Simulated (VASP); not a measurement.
# Sr (P6_3/mmc) in VASP: a series of runs

Sr is run at these levels: LDA; tasks: electric field gradients.

Program: VASP 6.6.1. These are calculated values, not measurements. Logs are shortened: lines on timing, memory, paths and dates and some standing lists are left out, and cuts for length are marked.

### 1 The cell of the first run

Symmetry: P6_3/mmc, No. 194, hexagonal system. Conventional cell: a = 4.310 Å, b = 4.310 Å, c = 6.909 Å, α = 90.00°, β = 90.00°, γ = 120.00°. Sr (site symmetry -6m2) has 12 Sr at 4.26 to 4.31 Å within 5.6 Å.

### 2 Electric field gradients, LDA (zz strain of -2 %)

Contents of INCAR:

```
PREC = Accurate ; ENCUT = 520
EDIFF = 1E-8 ; ISMEAR = -1
SIGMA = 0.08 ; LREAL = False
LASPH = True ; NELM = 60
ALGO = Normal ; ISIF = 2
LWAVE = False ; LCHARG = False
LEFG = True ; NBANDS = 17
```

Contents of KPOINTS:

```
regular mesh
0
Gamma
  10 10 5
```

Contents of POSCAR:

```
Sr
1.0
    4.3100002207      0.0000000000      0.0000000000
   -2.1550001104      3.7325696814      0.0000000000
    0.0000000000      0.0000000000      6.9090000000
Sr
2
Direct
    0.3333333333      0.6666666667      0.2500000000
    0.6666666667      0.3333333333      0.7500000000
```

Potentials or basis: VASP PAW LDA potentials, release 64 (Sr_sv).

Run with:

```console
> cat potpaw_LDA.64/Sr_sv/POTCAR > POTCAR
> mpirun -np 1 vasp_std > vasp.out
```

OUTCAR:

```text
PREC = Accurate
   ENCUT = 520
   EDIFF = 1E-8
   ISMEAR = -1
   LREAL = False
   LASPH = True
   NELM = 60
   ISIF = 2

 ion  position               nearest neighbor table
   1  0.333  0.667  0.250-   2 4.26   2 4.26   2 4.26   2 4.26   2 4.26   2 4.26
   2  0.667  0.333  0.750-   1 4.26   1 4.26   1 4.26   1 4.26   1 4.26   1 4.26

  LATTYP: Found a hexagonal cell.
 ALAT       =     4.3100002207
 C/A-ratio  =     1.6030161592

  Lattice vectors:

 A1 = (   4.3100002207,   0.0000000000,   0.0000000000)
 A2 = (  -2.1550001104,   3.7325696814,   0.0000000000)
 A3 = (   0.0000000000,   0.0000000000,   6.9090000000)

Analysis of symmetry for initial positions (statically):
=====================================================================
 Subroutine PRICEL returns:
 Original cell was already a primitive cell.

 Routine SETGRP: Setting up the symmetry group for a
 hexagonal supercell.

 Subroutine GETGRP returns: Found 24 space group operations
 (whereof 12 operations were pure point group operations)
 out of a pool of 24 trial point group operations.

The static configuration has the point symmetry D_3d.
 The point group associated with its full space group is D_6h.

Analysis of symmetry for dynamics (positions and initial velocities):
=====================================================================
 Subroutine PRICEL returns:
 Original cell was already a primitive cell.

 Routine SETGRP: Setting up the symmetry group for a
 hexagonal supercell.

 Subroutine GETGRP returns: Found 24 space group operations
 (whereof 12 operations were pure point group operations)
 out of a pool of 24 trial point group operations.

The dynamic configuration has the point symmetry D_3d.
 The point group associated with its full space group is D_6h.

 Subroutine INISYM returns: Found 24 space group operations
 (whereof 12 operations are pure point group operations),
 and found     1 'primitive' translations

----------------------------------------------------------------------------------------

                                     Primitive cell

  volume of cell :     111.1477

  direct lattice vectors                    reciprocal lattice vectors
     4.310000221  0.000000000  0.000000000     0.232018550  0.133955972  0.000000000
    -2.155000110  3.732569681  0.000000000     0.000000000  0.267911944  0.000000000
     0.000000000  0.000000000  6.909000000     0.000000000  0.000000000  0.144738747

  length of vectors
     4.310000221  4.310000221  6.909000000     0.267911944  0.267911944  0.144738747

  position of ions in fractional coordinates (direct lattice)
     0.333333333  0.666666667  0.250000000
     0.666666667  0.333333333  0.750000000

  ion indices of the primitive-cell ions
   primitive index   ion index
                 1           1
                 2           2

----------------------------------------------------------------------------------------

 KPOINTS: regular mesh

Automatic generation of k-mesh.
 Grid dimensions read from file:
 generate k-points for:   10   10    5

 Generating k-lattice:

  Cartesian coordinates                     Fractional coordinates (reciprocal lattice)
     0.023201855  0.013395597  0.000000000     0.100000000  0.000000000  0.000000000
     0.000000000  0.026791194  0.000000000     0.000000000  0.100000000  0.000000000
     0.000000000  0.000000000  0.028947749     0.000000000  0.000000000  0.200000000

  Length of vectors
     0.026791194  0.026791194  0.028947749

  Shift w.r.t. Gamma in fractional coordinates (k-lattice)
     0.000000000  0.000000000  0.000000000

 Subroutine IBZKPT returns following result:
 ===========================================

 Found     42 irreducible k-points:

 Following reciprocal coordinates:
            Coordinates               Weight
  0.000000  0.000000  0.000000      1.000000
  0.100000  0.000000  0.000000      6.000000
  0.200000  0.000000  0.000000      6.000000
  0.300000 -0.000000  0.000000      6.000000
  0.400000  0.000000  0.000000      6.000000
  0.500000 -0.000000  0.000000      3.000000
[... 16 lines left out ...]
  0.300000  0.100000  0.200000     24.000000
  0.400000  0.100000  0.200000     24.000000
 [... further k-points ...]
   k-points           NKPTS =     42   k-points in BZ     NKDIM =     42   number of bands    NBANDS=     17
   number of dos      NEDOS =    301   number of ions     NIONS =      2
   total plane-waves  NPLWV =  55296
   dimension x,y,z NGX =    32 NGY =   32 NGZ =   54
   dimension x,y,z NGXF=    64 NGYF=   64 NGZF=  108
   ions per type =               2
   NGX,Y,Z   is equivalent  to a cutoff of  12.34, 12.34, 12.99 a.u.
   NGXF,Y,Z  is equivalent  to a cutoff of  24.69, 24.69, 25.99 a.u.
 SYSTEM =  unknown system
   PREC   = accura    normal or accurate (medium, high low for compatibility)
   ISTART =      0    job   : 0-new  1-cont  2-samecut
   ICHARG =      2    charge: 1-file 2-atom 10-const
   ISPIN  =      1    spin polarized calculation?
   LNONCOLLINEAR =      F non collinear calculations
   LSORBIT =      F    spin-orbit coupling
   LASPH  =      T    aspherical Exc in radial PAW
   ENCUT  =  520.0 eV  38.22 Ry    6.18 a.u.   8.01  8.01 12.85*2*pi/ulx,y,z
   NELM   =     60;   NELMIN=  2; NELMDL= -5     # of ELM steps
   EDIFF  = 0.1E-07   stopping-criterion for ELM
   LREAL  =      F    real-space projection
   EDIFFG = 0.1E-06   stopping-criterion for IOM
   NSW    =      0    number of steps for IOM
   IBRION =     -1    ionic relax: 0-MD 1-quasi-New 2-CG
   NFREE  =      0    steps in history (QN), initial steepest desc. (CG)
   ISIF   =      2    stress and relaxation
   ISYM   =      2    0-nonsym 1-usesym 2-fastsym
   POTIM  = 0.5000    time-step for ionic-motion
   TEBEG  =    0.0;   TEEND  =   0.0 temperature during run
   PSTRESS=    0.0 pullay stress
   NELECT =      20.0000    total number of electrons
   NUPDOWN=      -1.0000    fix difference up-down
   EMIN   =  10.00;   EMAX   =-10.00  energy-range for DOS
   EFERMI =   0.00;   METHOD = LEGACY
   ISMEAR =    -1;   SIGMA  =   0.08  broadening in eV -4-tet -1-fermi 0-gaus
   EFERMI_NEDOS =   21; number of points for ismear=-14 and -15
   IALGO  =     38    algorithm
   IMIX   =      4    mixing-type and parameters
     AMIX     =   0.40;   BMIX     =  1.00
     AMIX_MAG =   1.60;   BMIX_MAG =  1.00
  volume/ion in A,a.u.               =      55.57       375.03
  Fermi-wavevector in a.u.,A,eV,Ry     =   0.924240  1.746560 11.622359  0.854219
  Thomas-Fermi vector in A             =   2.049964
   LORBIT       =      0    0 simple, 1 ext, 2 COOP (PROOUT), +10 PAW based schemes
   GGA     = CA    functional components
   LHFCALC =     F    Hartree Fock is set to
   AEXX    =    0.0000 exact exchange contribution
   IVDW    =     0    specifies the selected vdW correction
   LEPSILON=     F    determine dielectric tensor
   LRPA    =     F    only Hartree local field effects (RPA)
 non-spin polarized calculation
  energy-cutoff  :      520.00
  volume of cell :      111.15
 maximum number of plane-waves:      3010
   NGX = 17   NGY = 17   NGZ = 25

 number of electron      20.0000000 magnetization

 Free energy of the ion-electron system (eV)
  ---------------------------------------------------
  ext. energy  EPLUGINS =         0.00000000
  ---------------------------------------------------
  free energy    TOTEN  =        -3.74249364 eV

  energy without entropy =       -3.68241586  energy(sigma->0) =       -3.71245475

 E-fermi :   1.3928     XC(G=0):  -7.5233

 val. band max:        1.3895486731   @ k =   0.3000   0.3000   0.2000
 cond. band min:       1.4288016894   @ k =   0.3000   0.3000   0.2000
 fundamental gap:      0.0392530164
 Fermi energy:         1.3928395267

 k-point     1 :       0.0000    0.0000    0.0000
  band No.  band energies     occupation
      1     -35.0870      2.00000
      2     -35.0721      2.00000
      3     -17.2722      2.00000
      4     -17.1037      2.00000
      5     -17.1037      2.00000
      6     -17.0740      2.00000
[... 9 lines left out ...]
     16       3.9782      0.00000
     17       4.4040      0.00000

 k-point     2 :       0.1000    0.0000    0.0000
  band No.  band energies     occupation
      1     -35.0859      2.00000
      2     -35.0716      2.00000
      3     -17.2660      2.00000
      4     -17.1169      2.00000
      5     -17.1081      2.00000
      6     -17.0878      2.00000
[... 9 lines left out ...]
     16       4.1088      0.00000
     17       4.1734      0.00000

 k-point     3 :       0.2000    0.0000    0.0000
  band No.  band energies     occupation
      1     -35.0828      2.00000
      2     -35.0704      2.00000
      3     -17.2487      2.00000
      4     -17.1516      2.00000
      5     -17.1231      2.00000
      6     -17.1191      2.00000
[... 9 lines left out ...]
     16       4.0651      0.00000
     17       4.2589      0.00000

 k-point     4 :       0.3000   -0.0000    0.0000
  band No.  band energies     occupation
      1     -35.0789      2.00000
      2     -35.0693      2.00000
      3     -17.2239      2.00000
      4     -17.1948      2.00000
      5     -17.1654      2.00000
      6     -17.1322      2.00000
[... 9 lines left out ...]
     16       4.6651      0.00000
     17       4.7002      0.00000

 k-point     5 :       0.4000    0.0000    0.0000
  band No.  band energies     occupation
      1     -35.0752      2.00000
      2     -35.0687      2.00000
      3     -17.2300      2.00000
      4     -17.1986      2.00000
      5     -17.1983      2.00000
      6     -17.1426      2.00000
[... 9 lines left out ...]
     16       5.2260      0.00000
     17       5.4482      0.00000

 k-point     6 :       0.5000   -0.0000    0.0000
  band No.  band energies     occupation
      1     -35.0736      2.00000
      2     -35.0687      2.00000
      3     -17.2434      2.00000
      4     -17.2111      2.00000
      5     -17.1852      2.00000
      6     -17.1465      2.00000
[... 9 lines left out ...]
     16       5.7099      0.00000
     17       6.0153      0.00000
[... 281 lines left out ...]
 k-point    21 :       0.1000    0.1000    0.2000
  band No.  band energies     occupation
      1     -35.0825      2.00000
      2     -35.0720      2.00000
      3     -17.2406      2.00000
      4     -17.1324      2.00000
      5     -17.1287      2.00000
      6     -17.1106      2.00000
[... 9 lines left out ...]
     16       4.0923      0.00000
     17       4.4232      0.00000

 k-point    22 :       0.2000    0.1000    0.2000
  band No.  band energies     occupation
      1     -35.0793      2.00000
      2     -35.0706      2.00000
      3     -17.2296      2.00000
      4     -17.1682      2.00000
      5     -17.1575      2.00000
      6     -17.1254      2.00000
[... 9 lines left out ...]
     16       4.3390      0.00000
     17       4.6412      0.00000

 k-point    23 :       0.3000    0.1000    0.2000
  band No.  band energies     occupation
      1     -35.0757      2.00000
      2     -35.0695      2.00000
      3     -17.2323      2.00000
      4     -17.2015      2.00000
      5     -17.1716      2.00000
      6     -17.1395      2.00000
[... 9 lines left out ...]
     16       4.7042      0.00000
     17       5.1942      0.00000

 k-point    24 :       0.4000    0.1000    0.2000
  band No.  band energies     occupation
      1     -35.0732      2.00000
      2     -35.0692      2.00000
      3     -17.2473      2.00000
      4     -17.2193      2.00000
      5     -17.1680      2.00000
      6     -17.1446      2.00000
[... 9 lines left out ...]
     16       5.0963      0.00000
     17       5.4522      0.00000

 [... further k-points ...]
[... 5 lines left out ...]
  --------------------------------------------------------------------------------------
  -------------------------------------------------------------------------------------
  Total       -1.0537058     -1.0537058     -0.7859690      0.0000000     -0.0000000      0.0000000
  in kB      -15.1890131    -15.1890131    -11.3296261      0.0000000     -0.0000000      0.0000000
  external PRESSURE =     -13.9025508 kB  Pullay stress =       0.0000000 kB

 VOLUME and BASIS-vectors are now :
 -----------------------------------------------------------------------------
  energy-cutoff  :      520.00
  volume of cell :      111.15
      direct lattice vectors                 reciprocal lattice vectors
     4.310000221  0.000000000  0.000000000     0.232018550  0.133955972  0.000000000
    -2.155000110  3.732569681  0.000000000     0.000000000  0.267911944  0.000000000
     0.000000000  0.000000000  6.909000000     0.000000000  0.000000000  0.144738747

 POSITION                                       TOTAL-FORCE (eV/Angst)
 -----------------------------------------------------------------------------------
     -0.00000      2.48838      1.72725         0.000000      0.000000      0.000000
      2.15500      1.24419      5.18175        -0.000000     -0.000000      0.000000
 -----------------------------------------------------------------------------------
    total drift:                               -0.000000      0.000000     -0.000000

  FREE ENERGIE OF THE ION-ELECTRON SYSTEM (eV)
  ---------------------------------------------------
  free  energy   TOTEN  =        -3.7424936385 eV

  energy  without entropy=       -3.6824158623  energy(sigma->0) =       -3.71245475

 Electric field gradients (V/A^2)
---------------------------------------------------------------------
 ion       V_xx      V_yy      V_zz      V_xy      V_xz      V_yz
---------------------------------------------------------------------
   1      -0.881    -0.881     1.763     0.000     0.000    -0.000
   2      -0.881    -0.881     1.763     0.000    -0.000     0.000
---------------------------------------------------------------------

 Electric field gradients after diagonalization (V/A^2)
 (convention: |V_zz| > |V_xx| > |V_yy|)
----------------------------------------------------------------------
 ion       V_xx      V_yy      V_zz     asymmetry (V_yy - V_xx)/ V_zz
----------------------------------------------------------------------
   1      -0.881    -0.881     1.763       0.000
   2      -0.881    -0.881     1.763       0.000
----------------------------------------------------------------------

           NMR quadrupolar parameters

 Cq : quadrupolar parameter    Cq=e*Q*V_zz/h
 eta: asymmetry parameters     (V_yy - V_xx)/ V_zz
 Q  : nuclear electric quadrupole moment in mb (millibarn)
----------------------------------------------------------------------
 ion       Cq(MHz)       eta       Q (mb)
----------------------------------------------------------------------
   1       0.004       0.000       1.000
   2       0.004       0.000       1.000
----------------------------------------------------------------------
```

Wall time 1.7 min (1 thread of Oxide Virtual Turin-like, shared host); peak memory 0.18 GiB.

Results:

| Property | Result |
| --- | --- |
| Free energy | -3.7425 eV |
| Pressure | -1.4 GPa |
| Band gap on the k mesh | zero (band 10 reaches 1.50 eV, above the bottom of band 11 at 1.37 eV) |

Electric field gradients, principal values (V/Å²):
```
atom   least  middle  greatest (by size)
1 Sr  -0.881  -0.881               1.763
2 Sr  -0.881  -0.881               1.763
```

Caveat: the cell differs from its parent crystal (zz strain of -2 %); without QUAD_EFG the Cq values of the log hold for a quadrupole moment of 1 mb, not for the nuclei.

(Part 1 of 2 ends here.)
